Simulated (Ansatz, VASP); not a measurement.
One calculation of ScNb2O3, two programs

```
Sc Nb O
1.0
    -4.81946    0.00000    0.00000
     2.40973   -5.26972    0.00000
     0.00000    0.00000    6.74453
Sc Nb O
2 4 6
Direct
  0.50000 0.00000 0.00000
  0.50000 0.00000 0.50000
  0.19974 0.39948 0.50000
  0.19974 0.39948 0.00000
  0.80026 0.60052 0.00000
  0.80026 0.60052 0.50000
  0.00000 0.00000 0.00000
  0.00000 0.00000 0.50000
  0.00000 0.50000 0.25000
  0.00000 0.50000 0.75000
  0.50000 0.50000 0.25000
  0.50000 0.50000 0.75000
```

Alike in both runs: task single point; functional PBE; k mesh 6 × 6 × 4; occupations gaussian, width 0.2 eV; no spin polarisation.

|  | VASP | Ansatz |
| --- | --- | --- |
| version | VASP 6.6.1 | Ansatz 0.2.0 |
| potentials or method | VASP PAW PBE potentials, release 64 (Sc_sv, Nb_sv, O), cutoff 520 eV | scalar-relativistic, plane waves, PAW |
| valence electrons in the cell | 110 | 110 |

```tsv
	VASP	Ansatz	Ansatz less VASP
gap on the k mesh at the Fermi level (eV)	none	none	-
pressure (GPa)	-0.1	0.1	+0.17
traceless stress, the component that is largest in VASP (GPa)	0.14	0.02	-0.120
```

A gap of «none» marks a metal or a gap that the smearing closes. The functional is the same, so the differences come from potentials, cutoffs and numerics.
